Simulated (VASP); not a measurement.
# SnF4 (Immm) in VASP: notebook, part 2 of 2

VASP 6.6.1. Earlier steps stand in the parts before.

**3. Single point, LDA (strain -0.0150 x Voigt [1, 0, 0, 0, 0, 0])**

INCAR

```
PREC = Accurate ; ENCUT = 520
EDIFF = 1E-7 ; ISMEAR = 0
SIGMA = 0.05 ; LREAL = False
LASPH = True ; NELM = 100
ALGO = Normal ; ISIF = 2
LWAVE = False ; LCHARG = False
GGA = CA ; NBANDS = 29
```

KPOINTS

```
regular mesh
0
Gamma
  8 8 8
```

POSCAR

```
SnF4
1.0
   -1.9946250000      2.0250000000      3.9650000000
    1.9946250000     -2.0250000000      3.9650000000
    1.9946250000      2.0250000000     -3.9650000000
Sn F
1 4
Direct
    0.0000000000      0.0000000000      0.0000000000
    0.2370000000      0.2370000000      0.0000000000
    0.7630000000      0.7630000000      0.0000000000
    0.5000000000      0.0000000000      0.5000000000
    0.0000000000      0.5000000000      0.5000000000
```

Potentials or basis: VASP PAW LDA potentials, release 64 (Sn_d, F).

On the command line:

```console
> cat potpaw_LDA.64/Sn_d/POTCAR potpaw_LDA.64/F/POTCAR > POTCAR
> mpirun -np 1 vasp_std > vasp.out
```

OUTCAR:

```text
PREC = Accurate
   ENCUT = 520
   EDIFF = 1E-7
   ISMEAR = 0
   LREAL = False
   LASPH = True
   NELM = 100
   ISIF = 2
   GGA = CA

 ion  position               nearest neighbor table
   1  0.000  0.000  0.000-   2 1.88   3 1.88   5 1.99   5 1.99   4 2.02   4 2.02
   2  0.237  0.237  0.000-   1 1.88
   3  0.763  0.763  0.000-   1 1.88
   4  0.500  0.000  0.500-   1 2.02   1 2.02
   5  0.000  0.500  0.500-   1 1.99   1 1.99

  LATTYP: Found a body centered orthorhombic cell.
 ALAT       =     3.9892500000
 B/A-ratio  =     1.0152284264
 C/A-ratio  =     1.9878423263

  Lattice vectors:

 A1 = (  -1.9946250000,   2.0250000000,   3.9650000000)
 A2 = (   1.9946250000,  -2.0250000000,   3.9650000000)
 A3 = (   1.9946250000,   2.0250000000,  -3.9650000000)

Analysis of symmetry for initial positions (statically):
=====================================================================
 Subroutine PRICEL returns:
 Original cell was already a primitive cell.

 Routine SETGRP: Setting up the symmetry group for a
 body centered orthorhombic supercell.

 Subroutine GETGRP returns: Found  8 space group operations
 (whereof  8 operations were pure point group operations)
 out of a pool of  8 trial point group operations.

The static configuration has the point symmetry D_2h.

Analysis of symmetry for dynamics (positions and initial velocities):
=====================================================================
 Subroutine PRICEL returns:
 Original cell was already a primitive cell.

 Routine SETGRP: Setting up the symmetry group for a
 body centered orthorhombic supercell.

 Subroutine GETGRP returns: Found  8 space group operations
 (whereof  8 operations were pure point group operations)
 out of a pool of  8 trial point group operations.

The dynamic configuration has the point symmetry D_2h.

[... 121 lines left out ...]
   IALGO  =     38    algorithm
   IMIX   =      4    mixing-type and parameters
     AMIX     =   0.40;   BMIX     =  1.00
     AMIX_MAG =   1.60;   BMIX_MAG =  1.00
  volume/ion in A,a.u.               =      12.81        86.46
  Fermi-wavevector in a.u.,A,eV,Ry     =   1.422203  2.687573 27.519959  2.022660
  Thomas-Fermi vector in A             =   2.542931
   LORBIT       =      0    0 simple, 1 ext, 2 COOP (PROOUT), +10 PAW based schemes
   GGA     = CA    functional components
   LHFCALC =     F    Hartree Fock is set to
   AEXX    =    0.0000 exact exchange contribution
   IVDW    =     0    specifies the selected vdW correction
   LEPSILON=     F    determine dielectric tensor
   LRPA    =     F    only Hartree local field effects (RPA)
 non-spin polarized calculation
 Gauss-broadening in eV      SIGMA  =   0.05
  energy-cutoff  :      520.00
  volume of cell :       64.06
 maximum number of plane-waves:      1758
   NGX = 19   NGY = 19   NGZ = 19

 number of electron      42.0000017 magnetization

 Free energy of the ion-electron system (eV)
  ---------------------------------------------------
  ext. energy  EPLUGINS =         0.00000000
  ---------------------------------------------------
  free energy    TOTEN  =       -25.54963865 eV

  energy without entropy =      -25.54963865  energy(sigma->0) =      -25.54963865

 E-fermi :   0.0902     XC(G=0): -10.5326

 val. band max:       -0.1406982277   @ k =   0.5000   0.5000   0.0000
 cond. band min:       3.2053280979   @ k =   0.0000   0.0000   0.0000
 fundamental gap:      3.3460263257
 Fermi energy:         0.0901645200

 k-point     1 :       0.0000    0.0000    0.0000
  band No.  band energies     occupation
      1     -22.5175      2.00000
      2     -22.1361      2.00000
      3     -21.4726      2.00000
      4     -19.6776      2.00000
      5     -19.1491      2.00000
      6     -19.0074      2.00000
[... 757 lines left out ...]
     28      15.4450      0.00000
     29      16.5417      0.00000

 [... further k-points ...]

------------------------ aborting loop because EDIFF is reached ----------------------------------------

  FORCE on cell =-STRESS in cart. coord.  units (eV):
  Direction    XX          YY          ZZ          XY          YZ          ZX
  --------------------------------------------------------------------------------------
  -------------------------------------------------------------------------------------
  Total        1.9691869      0.0178646      0.3293030      0.0000000      0.0000000      0.0000000
  in kB       49.2502063      0.4468020      8.2360077      0.0000000      0.0000000      0.0000000
  external PRESSURE =      19.3110053 kB  Pullay stress =       0.0000000 kB

 VOLUME and BASIS-vectors are now :
 -----------------------------------------------------------------------------
  energy-cutoff  :      520.00
  volume of cell :       64.06
      direct lattice vectors                 reciprocal lattice vectors
    -1.994625000  2.025000000  3.965000000     0.000000000  0.246913580  0.126103405
     1.994625000 -2.025000000  3.965000000     0.250673686  0.000000000  0.126103405
     1.994625000  2.025000000 -3.965000000     0.250673686  0.246913580  0.000000000

 POSITION                                       TOTAL-FORCE (eV/Angst)
 -----------------------------------------------------------------------------------
      0.00000      0.00000      0.00000         0.000000      0.000000     -0.000000
      0.00000      0.00000      1.87941         0.000000      0.000000      0.356623
      0.00000      0.00000      6.05059        -0.000000     -0.000000     -0.356623
      0.00000      2.02500      0.00000         0.000000      0.000000     -0.000000
      1.99463      0.00000      0.00000         0.000000      0.000000     -0.000000
 -----------------------------------------------------------------------------------
    total drift:                                0.000000      0.000000     -0.000000

  FREE ENERGIE OF THE ION-ELECTRON SYSTEM (eV)
  ---------------------------------------------------
  free  energy   TOTEN  =       -25.5496386482 eV

  energy  without entropy=      -25.5496386482  energy(sigma->0) =      -25.54963865
```

stdout:

```text
POSCAR found type information on POSCAR SnF
 POSCAR found :  2 types and       5 ions
 scaLAPACK will be used
 LDA part: xc-table for (Slater(with rela. corr.)+CA(PZ))
 , standard interpolation
 POSCAR, INCAR and KPOINTS ok, starting setup
 FFT: planning ... GRIDC
 FFT: planning ... GRID_SOFT
 FFT: planning ... GRID
 WAVECAR not read
 entering main loop
```

Run time: 5.2 min. Hardware: 1 thread of Oxide Virtual Turin-like, shared host; peak memory 0.23 GiB.

Results:

- Free energy: -25.5496 eV
- Pressure: 1.9 GPa
- Largest force: 0.357 eV/Å
- Band gap on the k mesh: 3.35 eV, indirect (least direct gap 3.60 eV)

Forces on the atoms (eV/Å):
```
Sn   0.000  0.000  0.000
F    0.000  0.000  0.357
F    0.000  0.000 -0.357
F    0.000  0.000  0.000
F    0.000  0.000  0.000
```

Caveat: the cell differs from its parent crystal (strain -0.0150 x Voigt [1, 0, 0, 0, 0, 0]); spin-orbit coupling is left out, which moves the levels of the heavy elements.

**4. Single point, LDA (strain +0.0150 x Voigt [1, 0, 0, 0, 0, 0])**

INCAR

```
PREC = Accurate
ENCUT = 520
EDIFF = 1E-6
ISMEAR = 0
SIGMA = 0.05
LREAL = False
LASPH = True
NELM = 100
ALGO = Normal
ISIF = 2
LWAVE = False
LCHARG = False
GGA = CA
NBANDS = 29
```

KPOINTS is that of step 3.

Changes to POSCAR since step 3:

```diff
@@ -2,5 +2,5 @@
 1.0
-   -1.9946250000      2.0250000000      3.9650000000
-    1.9946250000     -2.0250000000      3.9650000000
-    1.9946250000      2.0250000000     -3.9650000000
+   -2.0553750000      2.0250000000      3.9650000000
+    2.0553750000     -2.0250000000      3.9650000000
+    2.0553750000      2.0250000000     -3.9650000000
 Sn F
```

On the command line:

```console
> cat potpaw_LDA.64/Sn_d/POTCAR potpaw_LDA.64/F/POTCAR > POTCAR
> mpirun -np 1 vasp_std > vasp.out
```

Run time: 5.1 min. Hardware: 1 thread of Oxide Virtual Turin-like, shared host; peak memory 0.24 GiB.

It converged, with:

```yaml
Free_energy: -25.5550 eV
Pressure: -1.5 GPa
Largest_force: 0.262 eV/Å
Band_gap_on_the_k_mesh: 3.28 eV, indirect (least direct gap 3.52 eV)
```

Forces in eV/Å, atoms in the order of the input:
```
Sn   0.000  0.000  0.000
F    0.000  0.000  0.262
F    0.000  0.000 -0.262
F    0.000  0.000  0.000
F    0.000  0.000  0.000
```

Stress tensor (GPa, compression positive):
```
-4.37  0.00  0.00
 0.00 -0.18  0.00
 0.00  0.00  0.08
```

Levels at points of the mesh, in eV from the valence-band top:
```tsv
k point	band 18	band 19	band 20	band 21	band 22	band 23	band 24	band 25
(0.00, 0.00, 0.00)	-1.19	-1.15	-0.25	-0.24	3.28	11.34	12.26	12.50
(0.50, 0.00, 0.00)	-0.76	-0.75	-0.63	-0.48	5.92	9.22	11.65	11.84
(0.00, 0.50, 0.00)	-0.81	-0.75	-0.60	-0.45	5.87	9.08	11.61	12.10
(0.50, 0.50, 0.00)	-0.94	-0.54	-0.30	0.00	7.63	8.50	9.13	10.98
(0.50, 0.50, 0.50)	-1.04	-0.98	-0.17	-0.15	4.47	10.19	12.26	12.75
```

Caveat: the cell differs from its parent crystal (strain +0.0150 x Voigt [1, 0, 0, 0, 0, 0]); spin-orbit coupling is left out, which moves the levels of the heavy elements. A k mesh can miss the band edges.

**5. Single point, LDA (strain +0.0300 x Voigt [1, 0, 0, 0, 0, 0])**

INCAR

```
SYSTEM = SnF4
PREC = Accurate ; ENCUT = 520
EDIFF = 1E-7 ; ISMEAR = 0
SIGMA = 0.05 ; LREAL = .FALSE.
LASPH = .TRUE. ; NELM = 80
ALGO = Normal ; ISIF = 2
LWAVE = .FALSE. ; LCHARG = .FALSE.
NBANDS = 29
```

KPOINTS

```
Automatic mesh
0
G
  8 8 8
  0 0 0
```

Changes to POSCAR since step 4:

```diff
@@ -2,5 +2,5 @@
 1.0
-   -2.0553750000      2.0250000000      3.9650000000
-    2.0553750000     -2.0250000000      3.9650000000
-    2.0553750000      2.0250000000     -3.9650000000
+   -2.0857500000      2.0250000000      3.9650000000
+    2.0857500000     -2.0250000000      3.9650000000
+    2.0857500000      2.0250000000     -3.9650000000
 Sn F
```

On the command line:

```console
> cat potpaw_LDA.64/Sn_d/POTCAR potpaw_LDA.64/F/POTCAR > POTCAR
> mpirun -np 1 vasp_std > vasp.out
```

Wall time 6.6 min (1 thread of Oxide Virtual Turin-like, shared host); peak memory 0.26 GiB.

Results (log left out):

```
Free energy            : -25.5192 eV
Pressure               : -2.9 GPa
Largest force          : 0.219 eV/Å
Band gap on the k mesh : 3.25 eV, indirect (least direct gap 3.48 eV)
```

Forces on the atoms (eV/Å):
```
Sn   0.000  0.000  0.000
F    0.000  0.000  0.219
F    0.000  0.000 -0.219
F    0.000  0.000  0.000
F    0.000  0.000  0.000
```

Stress tensor (GPa, compression positive):
```
-8.08  0.00  0.00
 0.00 -0.32  0.00
 0.00  0.00 -0.29
```

Levels at points of the mesh, in eV from the valence-band top:
| k point | band 18 | band 19 | band 20 | band 21 | band 22 | band 23 | band 24 | band 25 |
| --- | --- | --- | --- | --- | --- | --- | --- | --- |
| (0.00, 0.00, 0.00) | -1.13 | -1.03 | -0.24 | -0.23 | 3.25 | 11.33 | 12.03 | 12.51 |
| (0.50, 0.00, 0.00) | -0.72 | -0.68 | -0.61 | -0.45 | 5.86 | 9.21 | 11.62 | 11.64 |
| (0.00, 0.50, 0.00) | -0.80 | -0.72 | -0.55 | -0.38 | 5.76 | 8.94 | 11.57 | 12.12 |
| (0.50, 0.50, 0.00) | -0.87 | -0.45 | -0.31 | 0.00 | 7.51 | 8.40 | 9.08 | 10.99 |
| (0.50, 0.50, 0.50) | -1.00 | -0.87 | -0.17 | -0.14 | 4.41 | 10.18 | 12.30 | 12.50 |

Caveat: the cell differs from its parent crystal (strain +0.0300 x Voigt [1, 0, 0, 0, 0, 0]); spin-orbit coupling is left out, which moves the levels of the heavy elements.

**6. Summary**

| cell | gap on the mesh (eV) | pressure (GPa) | largest force (eV/Å) |
| --- | --- | --- | --- |
| a = 4.866 Å, angles 132.4, 130.8, 70.9°, 5 atoms | 3.38 | 4.1 | 0.41 |
| a = 4.879 Å, angles 131.7, 131.0, 71.3°, 5 atoms | 3.35 | 1.9 | 0.36 |
| a = 4.904 Å, angles 130.4, 131.2, 72.1°, 5 atoms | 3.28 | -1.5 | 0.26 |
| a = 4.917 Å, angles 129.8, 131.4, 72.5°, 5 atoms | 3.25 | -2.9 | 0.22 |

Alike in all rows: task single point; level LDA; potentials or basis VASP PAW LDA potentials, release 64 (Sn_d, F); no spin polarisation; k mesh 8 × 8 × 8; cutoff (eV) 520; smearing gaussian 0.05 eV.

Caveats: spin-orbit coupling is left out, which moves the levels of the heavy elements.

Total energies depend on the potentials used, so only differences within one code and one set of settings carry meaning.
